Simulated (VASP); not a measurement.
# Sn (Immm) in VASP: further runs

Runs on Sn. Level: PBE+D3(BJ). Tasks: relaxation of cell and atoms, single point.

Program: VASP 6.6.1. These are calculated values, not measurements. Logs are shortened: lines on timing, memory, paths and dates and some standing lists are left out, and cuts for length are marked.

## (1) The cell of the first run

Symmetry: Immm, No. 71, orthorhombic system. The conventional cell has a = 3.382 Å, b = 3.909 Å, c = 4.216 Å, α = 90.00°, β = 90.00°, γ = 90.00°. Sn (site symmetry mmm) has 14 Sn at 3.34 to 4.22 Å within 4.4 Å.

## (2) Relaxation of cell and atoms, PBE+D3(BJ)

Input file INCAR:

```
PREC = Accurate ; ENCUT = 600
EDIFF = 1E-6 ; ISMEAR = 0
SIGMA = 0.1 ; LREAL = False
LASPH = True ; NELM = 100
ALGO = Normal ; ISIF = 3
LWAVE = False ; LCHARG = False
GGA = PE ; IVDW = 12
IBRION = 2 ; NSW = 100
EDIFFG = -0.005
```

Input file KPOINTS:

```
Automatic mesh
0
Gamma
  16 16 16
```

Input file POSCAR:

```
Sn
1.0
   -1.6912200000      1.9546610000      2.1078700000
    1.6912200000     -1.9546610000      2.1078700000
    1.6912200000      1.9546610000     -2.1078700000
Sn
1
Direct
    0.0000000000      0.0000000000      0.0000000000
```

Potentials or basis: VASP PAW PBE potentials, release 64 (Sn_d).

On the command line:

```console
> cat potpaw_PBE.64/Sn_d/POTCAR > POTCAR
> mpirun -np 1 vasp_std > vasp.out
```

OUTCAR:

```text
PREC = Accurate
   ENCUT = 600
   EDIFF = 1E-6
   ISMEAR = 0
   LREAL = False
   LASPH = True
   NELM = 100
   ISIF = 3
   GGA = PE
   IVDW = 12
   IBRION = 2
   NSW = 100
   EDIFFG = -0.005
 IVDW          = 12

 ion  position               nearest neighbor table
   1  0.000  0.000  0.000-

  LATTYP: Found a body centered orthorhombic cell.
 ALAT       =     3.3824400000
 B/A-ratio  =     1.1557697993
 C/A-ratio  =     1.2463606154

  Lattice vectors:

 A1 = (  -1.6912200000,   1.9546610000,   2.1078700000)
 A2 = (   1.6912200000,  -1.9546610000,   2.1078700000)
 A3 = (   1.6912200000,   1.9546610000,  -2.1078700000)

Analysis of symmetry for initial positions (statically):
=====================================================================
 Subroutine PRICEL returns:
 Original cell was already a primitive cell.

 Routine SETGRP: Setting up the symmetry group for a
 body centered orthorhombic supercell.

 Subroutine GETGRP returns: Found  8 space group operations
 (whereof  8 operations were pure point group operations)
 out of a pool of  8 trial point group operations.

The static configuration has the point symmetry D_2h.

Analysis of symmetry for dynamics (positions and initial velocities):
=====================================================================
 Subroutine PRICEL returns:
 Original cell was already a primitive cell.

 Routine SETGRP: Setting up the symmetry group for a
 body centered orthorhombic supercell.

 Subroutine GETGRP returns: Found  8 space group operations
 (whereof  8 operations were pure point group operations)
 out of a pool of  8 trial point group operations.

The dynamic configuration has the point symmetry D_2h.

 Subroutine INISYM returns: Found  8 space group operations
 (whereof  8 operations are pure point group operations),
 and found     1 'primitive' translations

----------------------------------------------------------------------------------------

                                     Primitive cell

  volume of cell :      27.8725

  direct lattice vectors                    reciprocal lattice vectors
    -1.691220000  1.954661000  2.107870000     0.000000000  0.255798832  0.237206279
     1.691220000 -1.954661000  2.107870000     0.295644564  0.000000000  0.237206279
     1.691220000  1.954661000 -2.107870000     0.295644564  0.255798832  0.000000000

  length of vectors
     3.335272200  3.335272200  3.335272200     0.348855072  0.379041591  0.390945969

  position of ions in fractional coordinates (direct lattice)
     0.000000000  0.000000000  0.000000000

  ion indices of the primitive-cell ions
   primitive index   ion index
                 1           1

----------------------------------------------------------------------------------------

 KPOINTS: Automatic mesh

Automatic generation of k-mesh.
 Grid dimensions read from file:
 generate k-points for:   16   16   16

 Generating k-lattice:

  Cartesian coordinates                     Fractional coordinates (reciprocal lattice)
     0.000000000  0.015987427  0.014825392     0.062500000  0.000000000  0.000000000
     0.018477785  0.000000000  0.014825392     0.000000000  0.062500000  0.000000000
     0.018477785  0.015987427  0.000000000     0.000000000  0.000000000  0.062500000

  Length of vectors
     0.021803442  0.023690099  0.024434123

  Shift w.r.t. Gamma in fractional coordinates (k-lattice)
     0.000000000  0.000000000  0.000000000

 Subroutine IBZKPT returns following result:
 ===========================================

 Found    621 irreducible k-points:

 Following reciprocal coordinates:
            Coordinates               Weight
  0.000000  0.000000  0.000000      1.000000
  0.062500  0.000000 -0.000000      4.000000
  0.125000  0.000000 -0.000000      4.000000
  0.187500  0.000000 -0.000000      4.000000
  0.250000  0.000000 -0.000000      4.000000
  0.312500  0.000000 -0.000000      4.000000
[... 16 lines left out ...]
 -0.187500  0.062500  0.000000      8.000000
 -0.125000  0.062500  0.000000      8.000000
 [... further k-points ...]
   k-points           NKPTS =    621   k-points in BZ     NKDIM =    621   number of bands    NBANDS=     11
   number of dos      NEDOS =    301   number of ions     NIONS =      1
   total plane-waves  NPLWV =  21952
   dimension x,y,z NGX =    28 NGY =   28 NGZ =   28
   dimension x,y,z NGXF=    56 NGYF=   56 NGZF=   56
   ions per type =               1
   NGX,Y,Z   is equivalent  to a cutoff of  13.96, 13.96, 13.96 a.u.
   NGXF,Y,Z  is equivalent  to a cutoff of  27.91, 27.91, 27.91 a.u.
 SYSTEM =  unknown system
   PREC   = accura    normal or accurate (medium, high low for compatibility)
   ISTART =      0    job   : 0-new  1-cont  2-samecut
   ICHARG =      2    charge: 1-file 2-atom 10-const
   ISPIN  =      1    spin polarized calculation?
   LNONCOLLINEAR =      F non collinear calculations
   LSORBIT =      F    spin-orbit coupling
   LASPH  =      T    aspherical Exc in radial PAW
   ENCUT  =  600.0 eV  44.10 Ry    6.64 a.u.   6.66  6.66  6.66*2*pi/ulx,y,z
   NELM   =    100;   NELMIN=  2; NELMDL= -5     # of ELM steps
   EDIFF  = 0.1E-05   stopping-criterion for ELM
   LREAL  =      F    real-space projection
   EDIFFG = -.5E-02   stopping-criterion for IOM
   NSW    =    100    number of steps for IOM
   IBRION =      2    ionic relax: 0-MD 1-quasi-New 2-CG
   NFREE  =      1    steps in history (QN), initial steepest desc. (CG)
   ISIF   =      3    stress and relaxation
   ISYM   =      2    0-nonsym 1-usesym 2-fastsym
   POTIM  = 0.5000    time-step for ionic-motion
   TEBEG  =    0.0;   TEEND  =   0.0 temperature during run
   PSTRESS=    0.0 pullay stress
   NELECT =      14.0000    total number of electrons
   NUPDOWN=      -1.0000    fix difference up-down
   EMIN   =  10.00;   EMAX   =-10.00  energy-range for DOS
   EFERMI =   0.00;   METHOD = LEGACY
   ISMEAR =     0;   SIGMA  =   0.10  broadening in eV -4-tet -1-fermi 0-gaus
   EFERMI_NEDOS =   21; number of points for ismear=-14 and -15
   IALGO  =     38    algorithm
   IMIX   =      4    mixing-type and parameters
     AMIX     =   0.40;   BMIX     =  1.00
     AMIX_MAG =   1.60;   BMIX_MAG =  1.00
  volume/ion in A,a.u.               =      27.87       188.09
  Fermi-wavevector in a.u.,A,eV,Ry     =   1.301345  2.459185 23.041444  1.693498
  Thomas-Fermi vector in A             =   2.432485
   LORBIT       =      0    0 simple, 1 ext, 2 COOP (PROOUT), +10 PAW based schemes
   GGA     = PE    functional components
   LHFCALC =     F    Hartree Fock is set to
   AEXX    =    0.0000 exact exchange contribution
   IVDW    =    12    specifies the selected vdW correction
   LEPSILON=     F    determine dielectric tensor
   LRPA    =     F    only Hartree local field effects (RPA)
 conjugate gradient relaxation of ions
 non-spin polarized calculation
 Gauss-broadening in eV      SIGMA  =   0.10
  energy-cutoff  :      600.00
  volume of cell :       27.87
 maximum number of plane-waves:       947
   NGX = 13   NGY = 13   NGZ = 13

--------------------------------------- Ionic step        1  -------------------------------------------

 number of electron      14.0000003 magnetization

 Free energy of the ion-electron system (eV)
  ---------------------------------------------------
  ext. energy  EPLUGINS =         0.00000000
  ---------------------------------------------------
  free energy    TOTEN  =        -3.78233118 eV

  energy without entropy =       -3.77916226  energy(sigma->0) =       -3.78074672

------------------------ aborting loop because EDIFF is reached ----------------------------------------

 Edisp (eV)   -0.37564

 E8    (eV) :    -0.1805

  FORCE on cell =-STRESS in cart. coord.  units (eV):
  Direction    XX          YY          ZZ          XY          YZ          ZX
  --------------------------------------------------------------------------------------
  -------------------------------------------------------------------------------------
  Total      -0.34318    -0.29931    -0.45167    -0.00000     0.00000     0.00000
  in kB     -19.72688   -17.20529   -25.96308    -0.00000     0.00000     0.00000
  external pressure =      -20.97 kB  Pullay stress =        0.00 kB
[... 94 lines left out ...]
  FREE ENERGIE OF THE ION-ELECTRON SYSTEM (eV)
  ---------------------------------------------------
  free  energy   TOTEN  =        -4.1670586864 eV

  energy  without entropy=       -4.1641603580  energy(sigma->0) =       -4.16560952

[... ionic steps 4 to 29 ...]

--------------------------------------- Ionic step       30  -------------------------------------------

 number of electron      13.9999995 magnetization

------------------------ aborting loop because EDIFF is reached ----------------------------------------

 Edisp (eV)   -0.39381

 E8    (eV) :    -0.1890
[... 67 lines left out ...]
  energy  without entropy=       -4.1680018579  energy(sigma->0) =       -4.16927610

--------------------------------------- Ionic step       32  -------------------------------------------

 number of electron      13.9999995 magnetization

 Free energy of the ion-electron system (eV)
  ---------------------------------------------------
  ext. energy  EPLUGINS =         0.00000000
  ---------------------------------------------------
  free energy    TOTEN  =        -3.77677485 eV

  energy without entropy =       -3.77423091  energy(sigma->0) =       -3.77550288

 E-fermi :   8.3593     XC(G=0): -10.4665

 val. band max:        8.3563759281   @ k =   0.4375   0.3750  -0.0000
 cond. band min:       8.3604721882   @ k =   0.1875   0.3750  -0.0000
 fundamental gap:      0.0040962601
 Fermi energy:         8.3592712834

 k-point     1 :       0.0000    0.0000    0.0000
  band No.  band energies     occupation
      1     -13.2393      2.00000
      2     -13.1795      2.00000
      3     -13.1793      2.00000
      4     -13.1218      2.00000
      5     -13.0403      2.00000
      6      -2.9007      2.00000
      7      15.7509      0.00000
      8      15.7515      0.00000
      9      17.4952      0.00000
     10      19.3598      0.00000
     11      20.6281      0.00000
[... 309 lines left out ...]
 k-point    24 :      -0.1250    0.0625    0.0000
  band No.  band energies     occupation
      1     -13.2291      2.00000
      2     -13.1802      2.00000
      3     -13.1625      2.00000
      4     -13.1225      2.00000
      5     -13.0455      2.00000
      6      -2.6518      2.00000
      7      13.8479      0.00000
      8      15.4671      0.00000
      9      16.3196      0.00000
     10      19.2590      0.00000
     11      19.8557      0.00000

 [... further k-points ...]

------------------------ aborting loop because EDIFF is reached ----------------------------------------

 Edisp (eV)   -0.39378

 E8    (eV) :    -0.1890

  FORCE on cell =-STRESS in cart. coord.  units (eV):
  Direction    XX          YY          ZZ          XY          YZ          ZX
  --------------------------------------------------------------------------------------
  -------------------------------------------------------------------------------------
  Total      -0.00152    -0.00243    -0.00227     0.00000     0.00000     0.00000
  in kB      -0.09158    -0.14641    -0.13691     0.00000     0.00000     0.00000
  external pressure =       -0.12 kB  Pullay stress =        0.00 kB
[... 16 lines left out ...]
  FREE ENERGIE OF THE ION-ELECTRON SYSTEM (eV)
  ---------------------------------------------------
  free  energy   TOTEN  =        -4.1705500234 eV

  energy  without entropy=       -4.1680060827  energy(sigma->0) =       -4.16927805

 reached required accuracy - stopping structural energy minimisation
```

Wall time 24 min (1 thread of Intel Xeon Platinum 8488C (Sapphire Rapids), shared host); peak memory 0.41 GiB.

Results:

| Property | Result |
| --- | --- |
| Free energy | -4.1706 eV |
| Relaxed volume | 26.58 Å³/atom |
| Relaxed cell | a = 3.272 Å, b = 3.272 Å, c = 3.272 Å, α = 117.24°, β = 105.76°, γ = 105.71° |
| Space group after relaxing (to 0.05 Å) | I4/mmm (No. 139) |
| Energy gained by relaxing | 12.6 meV/atom |
| Ionic steps | 32 |
| Pressure after relaxing | 0.0 GPa |
| Band gap on the k mesh | zero (band 7 reaches 15.75 eV, above the bottom of band 8 at 6.03 eV) |
| Dispersion energy per atom | -0.394 eV |

The path:
```tsv
step	energy change (eV)	largest force (eV/Å)	pressure (GPa)	volume (Å³)
1	0.0000	0.0000	-2.10	27.87
2	-0.0089	0.0000	0.43	26.43
3	-0.0091	0.0000	0.11	26.60
4	-0.0091	0.0000	0.03	26.62
5	-0.0098	0.0000	0.02	26.62
6	-0.0115	0.0000	0.04	26.59
7	-0.0123	0.0000	0.21	26.50
8	-0.0118	0.0000	-0.69	26.86
9	-0.0124	0.0000	0.02	26.61
10	-0.0124	0.0000	-0.08	26.63
11	-0.0124	0.0000	-0.07	26.62
12	-0.0124	0.0000	-0.03	26.62
13	-0.0125	0.0000	-0.09	26.59
14	-0.0125	0.0000	0.05	26.52
15	-0.0126	0.0000	0.01	26.56
16	-0.0126	0.0000	0.03	26.55
17	-0.0126	0.0000	-0.02	26.61
18	-0.0126	0.0000	-0.10	26.62
19	-0.0126	0.0000	-0.13	26.61
20	-0.0126	0.0000	-0.13	26.61
21	-0.0126	0.0000	0.09	26.53
22	-0.0126	0.0000	0.00	26.56
23	-0.0126	0.0000	0.04	26.56
24	-0.0126	0.0000	0.05	26.56
25	-0.0126	0.0000	-0.05	26.59
26	-0.0126	0.0000	-0.03	26.58
27	-0.0126	0.0000	0.02	26.58
28	-0.0126	0.0000	0.04	26.58
29	-0.0126	0.0000	-0.01	26.58
30	-0.0126	0.0000	-0.02	26.58
31	-0.0126	0.0000	-0.03	26.58
32	-0.0126	0.0000	-0.01	26.58
```

Final structure:
```xyz
1
Lattice="-1.7037 1.9745 1.9756 1.7037 -1.9745 1.9756 1.7037 1.9745 -1.9756" Properties=species:S:1:pos:R:3 pbc="T T T"
Sn    0.0000    0.0000    0.0000
```

Caveat: spin-orbit coupling is left out, which moves the levels of the heavy elements; pairwise dispersion overbinds metals, which lowers pressure and volume.

## (3) Single point, PBE+D3(BJ)

Input file INCAR:

```
SYSTEM = Sn
PREC = Accurate
ENCUT = 520
EDIFF = 1E-6
ISMEAR = 0
SIGMA = 0.1
LREAL = .False.
LASPH = .True.
NELM = 100
ALGO = Normal
ISIF = 2
LWAVE = .False.
LCHARG = .False.
GGA = PE
IVDW = 12
NBANDS = 13
```

Input file KPOINTS:

```
Automatic mesh
0
Gamma
  8 8 8
  0 0 0
```

POSCAR is that of step 2.

Potentials or basis: VASP PAW PBE potentials, release 64 (Sn_d).

On the command line:

```console
> cat potpaw_PBE.64/Sn_d/POTCAR > POTCAR
> mpirun -np 1 vasp_std > vasp.out
```

OUTCAR:

```text
SYSTEM = Sn
   PREC = Accurate
   ENCUT = 520
   EDIFF = 1E-6
   ISMEAR = 0
   LREAL = .False.
   LASPH = .True.
   NELM = 100
   ISIF = 2
   GGA = PE
   IVDW = 12
 IVDW          = 12

 ion  position               nearest neighbor table
   1  0.000  0.000  0.000-

  LATTYP: Found a body centered orthorhombic cell.
 ALAT       =     3.3824400000
 B/A-ratio  =     1.1557697993
 C/A-ratio  =     1.2463606154

  Lattice vectors:

 A1 = (  -1.6912200000,   1.9546610000,   2.1078700000)
 A2 = (   1.6912200000,  -1.9546610000,   2.1078700000)
 A3 = (   1.6912200000,   1.9546610000,  -2.1078700000)

Analysis of symmetry for initial positions (statically):
=====================================================================
 Subroutine PRICEL returns:
 Original cell was already a primitive cell.

 Routine SETGRP: Setting up the symmetry group for a
 body centered orthorhombic supercell.

 Subroutine GETGRP returns: Found  8 space group operations
 (whereof  8 operations were pure point group operations)
 out of a pool of  8 trial point group operations.

The static configuration has the point symmetry D_2h.
[... 170 lines left out ...]
      2     -13.7313      2.00000
      3     -13.7164      2.00000
      4     -13.7055      2.00000
      5     -13.6166      2.00000
      6      -3.1389      2.00000
      7      14.5225      0.00000
      8      14.6621      0.00000
      9      16.6328      0.00000
     10      18.1728      0.00000
     11      19.2876      0.00000
     12      19.5505      0.00000
     13      20.7263      0.00000
[... 354 lines left out ...]
  band No.  band energies     occupation
      1     -13.7734      2.00000
      2     -13.7010      2.00000
      3     -13.6595      2.00000
      4     -13.6314      2.00000
      5     -13.5994      2.00000
      6       2.2227      2.00000
      7       4.8317      2.00000
      8       6.7640      2.00000
      9      11.8196      0.00000
     10      16.8695      0.00000
     11      18.1854      0.00000
     12      22.6038      0.00000
     13      25.1275      0.00000

 [... further k-points ...]

------------------------ aborting loop because EDIFF is reached ----------------------------------------

 Edisp (eV)   -0.37564

 E8    (eV) :    -0.1805

  FORCE on cell =-STRESS in cart. coord.  units (eV):
  Direction    XX          YY          ZZ          XY          YZ          ZX
  --------------------------------------------------------------------------------------
  -------------------------------------------------------------------------------------
  Total      -0.56424    -0.27052    -0.40759     0.00000     0.00000     0.00000
  in kB     -32.43379   -15.55006   -23.42937     0.00000     0.00000     0.00000
  external pressure =      -23.80 kB  Pullay stress =        0.00 kB

 VOLUME and BASIS-vectors are now :
 -----------------------------------------------------------------------------
  energy-cutoff  :      520.00
  volume of cell :       27.87
      direct lattice vectors                 reciprocal lattice vectors
    -1.691220000  1.954661000  2.107870000     0.000000000  0.255798832  0.237206279
     1.691220000 -1.954661000  2.107870000     0.295644564  0.000000000  0.237206279
     1.691220000  1.954661000 -2.107870000     0.295644564  0.255798832  0.000000000

 POSITION                                       TOTAL-FORCE (eV/Angst)
 -----------------------------------------------------------------------------------
      0.00000      0.00000      0.00000         0.000000      0.000000      0.000000
 -----------------------------------------------------------------------------------
    total drift:                                0.000000     -0.000000     -0.000000

  FREE ENERGIE OF THE ION-ELECTRON SYSTEM (eV)
  ---------------------------------------------------
  free  energy   TOTEN  =        -4.1730418032 eV

  energy  without entropy=       -4.1701877167  energy(sigma->0) =       -4.17161476
```

It took 26 s on 1 thread of Intel Xeon Platinum 8488C (Sapphire Rapids), shared host; peak memory 0.18 GiB.

Results:

```yaml
Free_energy: -4.1730 eV
Pressure: -2.4 GPa
Band_gap_on_the_k_mesh: zero (band 7 reaches 14.52 eV, above the bottom of band 8 at 6.42 eV)
Dispersion_energy_per_atom: -0.376 eV
```

Caveat: spin-orbit coupling is left out, which moves the levels of the heavy elements; pairwise dispersion overbinds metals, which lowers pressure and volume.
